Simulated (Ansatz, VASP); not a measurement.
## One calculation of Sb, two programs

The input INCAR:

```
ALGO = Normal ; EDIFF = 1E-7
ENCUT = 520 ; ISIF = 2
ISMEAR = -1 ; LASPH = T
LCHARG = T ; LELF = T
LREAL = F ; LVHAR = T
LWAVE = F ; NBANDS = 12
NELM = 80 ; PREC = Accurate
SIGMA = 0.05
```

KPOINTS

```
k-points
0
Gamma
  9 6 6
```

The input POSCAR:

```
Sb
1.0
    3.1836411160      0.0000000000      0.0000000000
    0.0000000000      4.4327850985      0.0000000000
   -0.0396782330      0.0000000000      4.4922631929
Sb
2
Direct
    0.0113890000      0.2500000000      0.2411660000
    0.9886110000      0.7500000000      0.7588340000
```

The input input.yaml:

```yaml
crystal:
  lattice:
    - [3.183641116, 0.0, 0.0]
    - [0.0, 4.4327850985, 0.0]
    - [-0.039678233, 0.0, 4.4922631929]
  atoms:
    - { symbol: Sb, position: [0.011389, 0.25, 0.241166] }
    - { symbol: Sb, position: [0.988611, 0.75, 0.758834] }
hamiltonian:
  xc: lda
  pseudopotentials: { kind: paw }
kpoints:
  mp_grid: { grid: [9, 6, 6] }
scf:
  occupations: { method: fermi_dirac, width: 0.05 }
output:
  forces: true
  stress: true
  eigenvalues: true
  write_density: true
  write_potential: true
  elf: true
  volumetric_format: npy
```

Alike in both runs: task single point; functional LDA; k mesh 9 × 6 × 6; occupations fermi-dirac, width 0.05 eV; no spin polarisation.

|  | VASP | Ansatz |
| --- | --- | --- |
| version | VASP 6.6.1 | Ansatz 0.2.0 |
| potentials or method | VASP PAW LDA potentials, release 64 (Sb) | Ansatz PAW |
| plane-wave cutoff (eV) | 520 | 420 |
| valence electrons in the cell | 10 | 30 |

```tsv
	VASP	Ansatz	Ansatz less VASP
gap on the k mesh at the Fermi level (eV)	none	none	-
pressure (GPa)	-5.7	-5.8	-0.08
traceless stress, the component that is largest in VASP (GPa)	0.48	0.49	+0.009
rms of the force components (eV/Å)	0.039	0.044	+0.0050
```

LDA's correlation is that of Perdew and Zunger in VASP and of Perdew and Wang (1992) in Ansatz. Atom by atom the forces differ by 0.006 eV/Å (rms over components). A gap of «none» marks a metal or a gap that the smearing closes. VASP's potentials hold 10 valence electrons a cell and Ansatz's 30, so a difference there can come from the potentials and not from the codes.

Neither program's run includes spin-orbit coupling.
